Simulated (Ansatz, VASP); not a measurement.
CrO2: VASP beside Ansatz

INCAR

```
PREC = Accurate
ENCUT = 700
EDIFF = 1E-6
ISMEAR = 0
SIGMA = 0.1
LREAL = False
LASPH = True
NELM = 200
ALGO = Normal
ISIF = 2
LWAVE = False
LCHARG = False
ISPIN = 2
MAGMOM = 3 0 0
LORBIT = 11
LMAXMIX = 4
GGA = PE
NBANDS = 24
GGA_COMPAT = False
```

Contents of KPOINTS:

```
Automatic mesh
0
Gamma
  6 6 6
```

POSCAR

```
CrO2
1.0
    3.4644309500      0.0000000000      0.0000000000
   -1.7322154800      3.0002852100      0.0000000000
    0.0000000000      0.0000000000      2.5676436600
Cr O
1 2
Direct
    0.0000000000      0.0000000000      0.0000000000
    0.3333333300      0.6666666700      0.5000000000
    0.6666666700      0.3333333300      0.5000000000
```

Input for Ansatz:

```yaml
crystal:
  lattice:
    - [3.46443095, 0.0, 0.0]
    - [-1.73221548, 3.00028521, 0.0]
    - [0.0, 0.0, 2.56764366]
  atoms:
    - { symbol: Cr, position: [0.0, 0.0, 0.0], spin: 3.0 }
    - { symbol: O, position: [0.33333333, 0.66666667, 0.5] }
    - { symbol: O, position: [0.66666667, 0.33333333, 0.5] }
basis:
  ecutwfc: 420
kpoints:
  mp_grid: { grid: [6, 6, 6] }
hamiltonian:
  xc: pbe
scf:
  occupations: { method: gaussian, width: 0.1 }
  lower_state_search: "off"
output:
  forces: true
  stress: true
  eigenvalues: true
  populations: true
magnetization:
  spin_polarized: true
```

Change from the starting cell: species swapped into the YHg2 type (P6/mmm, No. 191).

Alike in both runs: task single point; functional PBE; k mesh 6 × 6 × 6; occupations gaussian, width 0.1 eV; collinear spin.

|  | VASP | Ansatz |
| --- | --- | --- |
| version | VASP 6.6.1 | Ansatz 0.2.0 |
| potentials or method | VASP PAW PBE potentials, release 64 (Cr_sv, O), cutoff 700 eV | scalar-relativistic, plane waves, PAW |
| valence electrons in the cell | 26 | 26 |

|  | VASP | Ansatz | Ansatz less VASP |
| --- | --- | --- | --- |
| gap on the k mesh at the Fermi level (eV) | none | none | - |
| pressure (GPa) | 2.3 | 3.1 | +0.73 |
| traceless stress, the component that is largest in VASP (GPa) | -0.11 | -0.10 | +0.012 |
| net moment per atom (μB) | 0.76 | 0.76 | 0.000 |
| size of the moment on the site where the two differ most (μB) | 2.62 | 2.65 | +0.030 |

Site moments also hang on the region over which each program counts them. A gap of «none» marks a metal or a gap that the smearing closes.

The k mesh is coarse, so the values compare programs but aren't converged.
